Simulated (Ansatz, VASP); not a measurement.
## SiNi: VASP beside Ansatz

File INCAR:

```
SYSTEM = SiNi
PREC = Accurate
ENCUT = 520
EDIFF = 1E-7
ISMEAR = -1
SIGMA = 0.05
LREAL = .FALSE.
LASPH = .TRUE.
NELM = 150
ALGO = Normal
ISIF = 2
LWAVE = .FALSE.
LCHARG = .TRUE.
ISPIN = 2
MAGMOM = 1 1 1 1 0 0 0 0
LORBIT = 11
LMAXMIX = 4
LDAU = .TRUE.
LDAUTYPE = 2
LDAUL = 2 -1
LDAUU = 5 0
LDAUJ = 0 0
LDAUPRINT = 1
GGA = PS
LELF = .TRUE.
LVHAR = .TRUE.
NBANDS = 42
```

Contents of KPOINTS:

```
Automatic mesh
0
G
  6 6 6
  0 0 0
```

File POSCAR:

```
SiNi
1.0
    4.5036940000      0.0000000000      0.0000000000
    0.0000000000      4.5036940000      0.0000000000
    0.0000000000      0.0000000000      4.5036940000
Ni Si
4 4
Direct
    0.1495040000      0.1495040000      0.1495040000
    0.6495040000      0.3504960000      0.8504960000
    0.8504960000      0.6495040000      0.3504960000
    0.3504960000      0.8504960000      0.6495040000
    0.8468300000      0.8468300000      0.8468300000
    0.3468300000      0.6531700000      0.1531700000
    0.1531700000      0.3468300000      0.6531700000
    0.6531700000      0.1531700000      0.3468300000
```

The input input.yaml:

```yaml
crystal:
  lattice:
    - [4.503694, 0.0, 0.0]
    - [0.0, 4.503694, 0.0]
    - [0.0, 0.0, 4.503694]
  atoms:
    - { symbol: Ni, position: [0.149504, 0.149504, 0.149504], spin: 1.0 }
    - { symbol: Ni, position: [0.649504, 0.350496, 0.850496], spin: 1.0 }
    - { symbol: Ni, position: [0.850496, 0.649504, 0.350496], spin: 1.0 }
    - { symbol: Ni, position: [0.350496, 0.850496, 0.649504], spin: 1.0 }
    - { symbol: Si, position: [0.84683, 0.84683, 0.84683] }
    - { symbol: Si, position: [0.34683, 0.65317, 0.15317] }
    - { symbol: Si, position: [0.15317, 0.34683, 0.65317] }
    - { symbol: Si, position: [0.65317, 0.15317, 0.34683] }
hamiltonian:
  xc: pbesol
  pseudopotentials: { kind: paw }
  hubbard: { sites: [{ species: Ni, l: d, u_eff: 5.0 }] }
magnetization:
  spin_polarized: true
kpoints:
  mp_grid: { grid: [6, 6, 6] }
  band_path:
    path:
      - [[0.0, 0.0, 0.0], [0.0, 0.5, 0.0], [0.5, 0.5, 0.0], [0.0, 0.0, 0.0], [0.5, 0.5, 0.5], [0.0, 0.5, 0.0]]
      - [[0.5, 0.5, 0.0], [0.5, 0.5, 0.5]]
    npoints: 10
scf:
  occupations: { method: fermi_dirac, width: 0.05 }
  n_extra_bands: 20
output:
  forces: true
  stress: true
  eigenvalues: true
  fatbands: false
  write_density: true
  write_potential: true
  elf: true
  volumetric_format: npy
```

Alike in both runs: functional PBEsol; k mesh 6 × 6 × 6; occupations fermi-dirac, width 0.05 eV; collinear spin; Hubbard terms Ni d U = 5.0 eV.

|  | VASP | Ansatz |
| --- | --- | --- |
| version | VASP 6.6.1 | Ansatz 0.2.0 |
| potentials or method | VASP PAW PBE potentials, release 64 (Ni, Si) | Ansatz PAW |
| plane-wave cutoff (eV) | 520 | 420 |
| valence electrons in the cell | 56 | 88 |
| task | single point | band structure |

Ansatz gave:

```
gap on the k mesh at the Fermi level (eV) : none
pressure (GPa)                            : -5.7
rms of the force components (eV/Å)        : 0.047
net moment per atom (μB)                  : 0.00
```

**Question.** What did VASP give for the same quantities?

**Answer.** gap on the k mesh at the Fermi level (eV): none; pressure (GPa): -13.2; rms of the force components (eV/Å): 0.074; net moment per atom (μB): 0.00.

VASP's potentials were made for PBE, not for PBEsol. The programs project onto different local orbitals, so the same U acts differently, and such runs can settle in different states. Atom by atom the forces differ by 0.036 eV/Å (rms over components). A gap of «none» marks a metal or a gap that the smearing closes. VASP's potentials hold 56 valence electrons a cell and Ansatz's 88, so a difference there can come from the potentials and not from the codes.

Noted on Ansatz's run: the magnetic or orbital state may not be the lowest.
